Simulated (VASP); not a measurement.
# Pt (Pm-3m) in VASP: a series of runs, part 2 of 2

VASP 6.6.1. The steps go on from the part before.

## 3. Single point, PBEsol

This run uses another cell than the first one, of 14.54 Å³/atom, 0.957 times its volume.

Contents of INCAR:

```
ALGO     = Normal         # electronic algorithm
EDIFF    = 1E-7           # SCF threshold, eV
ENCUT    = 520            # plane-wave cutoff, eV
GGA      = PS             # functional
ISIF     = 2              # what is computed and relaxed
ISMEAR   = 1              # smearing method
LASPH    = True           # aspherical terms in the spheres
LCHARG   = False          # write CHGCAR
LREAL    = False          # projectors in reciprocal space
LWAVE    = False          # write WAVECAR
NBANDS   = 11             # bands
NELM     = 60             # most SCF steps
PREC     = Accurate       # precision mode
SIGMA    = 0.05           # smearing width, eV
```

Contents of KPOINTS:

```
k-points
0
Gamma
  9 9 9
```

Contents of POSCAR:

```
Pt
1.0
    2.4408829272      0.0000000000      0.0000000000
    0.0000000000      2.4408829272      0.0000000000
    0.0000000000      0.0000000000      2.4408829272
Pt
1
Direct
    0.0000000000      0.0000000000      0.0000000000
```

Potentials or basis: VASP PAW PBE potentials, release 64 (Pt).

Run with:

```console
cat potpaw_PBE.64/Pt/POTCAR > POTCAR
mpirun -np 1 vasp_std > vasp.out
```

OUTCAR:

```text
EDIFF = 1E-7
   ENCUT = 520
   GGA = PS
   ISIF = 2
   ISMEAR = 1
   LASPH = True
   LREAL = False
   NELM = 60
   PREC = Accurate

 ion  position               nearest neighbor table
   1  0.000  0.000  0.000-

  LATTYP: Found a simple cubic cell.
 ALAT       =     2.4408829272

  Lattice vectors:

 A1 = (   2.4408829272,   0.0000000000,   0.0000000000)
 A2 = (   0.0000000000,   2.4408829272,   0.0000000000)
 A3 = (   0.0000000000,   0.0000000000,   2.4408829272)

Analysis of symmetry for initial positions (statically):
[... 507 lines left out ...]
      3       8.8061      2.00000
      4       9.3558      2.00000
      5      11.1104      2.00000
      6      15.1088      0.00000
      7      19.2288      0.00000
      8      26.3090      0.00000
      9      28.6363      0.00000
     10      32.7003      0.00000
     11      36.4940      0.00000

 [... further k-points ...]
[... 5 lines left out ...]
  --------------------------------------------------------------------------------------
  -------------------------------------------------------------------------------------
  Total        5.3926614      5.3926614      5.3926614      0.0000000     -0.0000000     -0.0000000
  in kB      594.1182440    594.1182440    594.1182440      0.0000000     -0.0000000     -0.0000000
  external PRESSURE =     594.1182440 kB  Pullay stress =       0.0000000 kB

 VOLUME and BASIS-vectors are now :
 -----------------------------------------------------------------------------
  energy-cutoff  :      520.00
  volume of cell :       14.54
      direct lattice vectors                 reciprocal lattice vectors
     2.440882927  0.000000000  0.000000000     0.409687818  0.000000000  0.000000000
     0.000000000  2.440882927  0.000000000     0.000000000  0.409687818  0.000000000
     0.000000000  0.000000000  2.440882927     0.000000000  0.000000000  0.409687818

 POSITION                                       TOTAL-FORCE (eV/Angst)
 -----------------------------------------------------------------------------------
      0.00000      0.00000      0.00000         0.000000      0.000000      0.000000
 -----------------------------------------------------------------------------------
    total drift:                               -0.000000      0.000000      0.000000

  FREE ENERGIE OF THE ION-ELECTRON SYSTEM (eV)
  ---------------------------------------------------
  free  energy   TOTEN  =        -5.9857339045 eV

  energy  without entropy=       -5.9855644249  energy(sigma->0) =       -5.98567741
```

stdout:

```text
POSCAR found type information on POSCAR Pt
 POSCAR found :  1 types and       1 ions
 scaLAPACK will be used
 -----------------------------------------------------------------------------
|                                                                             |
|                                                                             |
|     You enforced a specific xc type in the INCAR file but a different       |
|     I HOPE YOU KNOW WHAT YOU ARE DOING!                                     |
|                                                                             |
 -----------------------------------------------------------------------------

 LDA part: xc-table for (Slater+PW92), standard interpolation
 POSCAR, INCAR and KPOINTS ok, starting setup
 FFT: planning ... GRIDC
 FFT: planning ... GRID_SOFT
 FFT: planning ... GRID
 WAVECAR not read
 entering main loop
```

It took 4.9 s on 1 thread of Intel Xeon Platinum 8488C (Sapphire Rapids), shared host; peak memory 0.12 GiB.

What came out:

* Free energy: -5.9857 eV
* Pressure: 59.4 GPa
* Band gap on the k mesh: zero (band 5 reaches 14.19 eV, above the bottom of band 6 at 10.41 eV)

Levels at points of the mesh, in eV from the Fermi level:
```tsv
k point	band 3	band 4	band 5	band 6	band 7	band 8
(0.00, 0.00, 0.00)	-7.62	0.62	0.62	0.62	16.39	16.39
```

Caveat: the PAW data sets were made with another functional, which shifts forces and pressure a little; spin-orbit coupling is left out, which moves the levels of the heavy elements.

## 4. Single point, PBEsol

This run uses another cell than the first one, of 17.36 Å³/atom, 1.143 times its volume.

Contents of INCAR:

```
SYSTEM = Pt
PREC     = Accurate       ! precision mode
ENCUT    = 520            ! plane-wave cutoff, eV
EDIFF    = 1E-7           ! SCF threshold, eV
ISMEAR   = 1              ! smearing method
SIGMA    = 0.05           ! smearing width, eV
LREAL    = .False.        ! projectors in reciprocal space
LASPH    = .True.         ! aspherical terms in the spheres
NELM     = 80             ! most SCF steps
ALGO     = Normal         ! electronic algorithm
ISIF     = 2              ! what is computed and relaxed
LWAVE    = .False.        ! write WAVECAR
LCHARG   = .True.         ! write CHGCAR
GGA      = PS             ! functional
LELF     = .True.         ! ELF
LVHAR    = .True.       
NBANDS   = 11             ! bands
```

Contents of KPOINTS:

```
regular mesh
0
Gamma
  9 9 9
  0 0 0
```

Contents of POSCAR:

```
Pt
1.0
    2.5895205208      0.0000000000      0.0000000000
    0.0000000000      2.5895205208      0.0000000000
    0.0000000000      0.0000000000      2.5895205208
Pt
1
Direct
    0.0000000000      0.0000000000      0.0000000000
```

Run with:

```console
cat potpaw_PBE.64/Pt/POTCAR > POTCAR
mpirun -np 1 vasp_std > vasp.out
```

Wall time 7 s (1 thread of Intel Xeon Platinum 8488C (Sapphire Rapids), shared host); peak memory 0.13 GiB.

Results (log left out):

```
Free energy            : -6.4133 eV
Pressure               : -0.4 GPa
Band gap on the k mesh : zero (band 5 reaches 10.36 eV, above the bottom of band 6 at 7.53 eV)
```

Levels at points of the mesh, in eV from the Fermi level:
```csv
k point,band 2,band 3,band 4,band 5,band 6,band 7,band 8,band 9
"(0.00, 0.00, 0.00)",-5.93,-5.93,0.38,0.38,0.38,15.36,15.36,15.36
```

Caveat: the PAW data sets were made with another functional, which shifts forces and pressure a little; spin-orbit coupling is left out, which moves the levels of the heavy elements.

## 5. Summary

```tsv
cell	gap on the mesh (eV)	pressure (GPa)
a = 2.477 Å, 1 atom	none	39.4
a = 2.441 Å, 1 atom	none	59.4
a = 2.590 Å, 1 atom	none	-0.4
```

Alike in all rows: task single point; level PBEsol; potentials or basis VASP PAW PBE potentials, release 64 (Pt); no spin polarisation; k mesh 9 × 9 × 9; cutoff (eV) 520; smearing methfessel-paxton 0.05 eV.

Caveats: the PAW data sets were made with another functional, which shifts forces and pressure a little; spin-orbit coupling is left out, which moves the levels of the heavy elements.

Absolute energies hang on the potentials; compare differences alone.
